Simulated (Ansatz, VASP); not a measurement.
Given: the input of a run of VASP 6.6.1 on Na.

Contents of INCAR:

```
PREC = Accurate
ENCUT = 520
EDIFF = 1E-7
ISMEAR = -1
SIGMA = 0.05
LREAL = False
LASPH = True
NELM = 60
ALGO = Fast
ISIF = 2
LWAVE = False
LCHARG = True
GGA = PS
LELF = True
LVHAR = True
NBANDS = 22
```

The input KPOINTS:

```
regular mesh
0
Gamma
  8 8 3
```

POSCAR

```
Na
1.0
    3.7003831212      0.0000000000      0.0000000000
   -1.8501915606      3.2046257867      0.0000000000
    0.0000000000      0.0000000000     12.5373215400
Na
4
Direct
    0.6768420000      0.3524780000      0.7532030000
    0.0055760000     -0.0011080000      0.4996050000
    0.3357360000      0.6779980000      0.2513620000
    0.0053630000     -0.0065800000      0.0013610000
```

Potentials or basis: VASP PAW PBE potentials, release 64 (Na_pv).

The run is started by

```sh
$ cat potpaw_PBE.64/Na_pv/POTCAR > POTCAR
$ mpirun -np 1 vasp_std > vasp.out
```

Task: Set up the same calculation for Ansatz 0.2.0. Potentials there: Ansatz PAW.

Result: As run (the cutoff follows the program's own potentials):

File input.yaml:

```yaml
crystal:
  lattice:
    - [3.7003831212, 0.0, 0.0]
    - [-1.8501915606, 3.2046257867, 0.0]
    - [0.0, 0.0, 12.53732154]
  atoms:
    - { symbol: Na, position: [0.676842, 0.352478, 0.753203] }
    - { symbol: Na, position: [0.005576, -0.001108, 0.499605] }
    - { symbol: Na, position: [0.335736, 0.677998, 0.251362] }
    - { symbol: Na, position: [0.005363, -0.00658, 0.001361] }
hamiltonian:
  xc: pbesol
  pseudopotentials: { kind: paw }
kpoints:
  mp_grid: { grid: [8, 8, 3] }
scf:
  occupations: { method: fermi_dirac, width: 0.05 }
output:
  forces: true
  stress: true
  eigenvalues: true
```

Potentials or basis: Ansatz PAW.

Launch:

```bash
$ ansatz run input.yaml --threads 1 --pin off --max-ram 3584MiB --backend cpu --events-out ev --progress --plain --runs-dir out
```

Both were run:

|  | VASP | Ansatz | Ansatz less VASP |
| --- | --- | --- | --- |
| gap on the k mesh at the Fermi level (eV) | none | none | - |
| pressure (GPa) | -0.1 | -0.1 | -0.01 |
| traceless stress, the component that is largest in VASP (GPa) | -0.63 | -0.63 | +0.001 |
| rms of the force components (eV/Å) | 0.010 | 0.010 | 0.0000 |

VASP's potentials were made for PBE, not for PBEsol. Atom by atom the forces differ by 0.000 eV/Å (rms over components). A gap of «none» marks a metal or a gap that the smearing closes. VASP's potentials hold 28 valence electrons a cell and Ansatz's 36, so a difference there can come from the potentials and not from the codes.
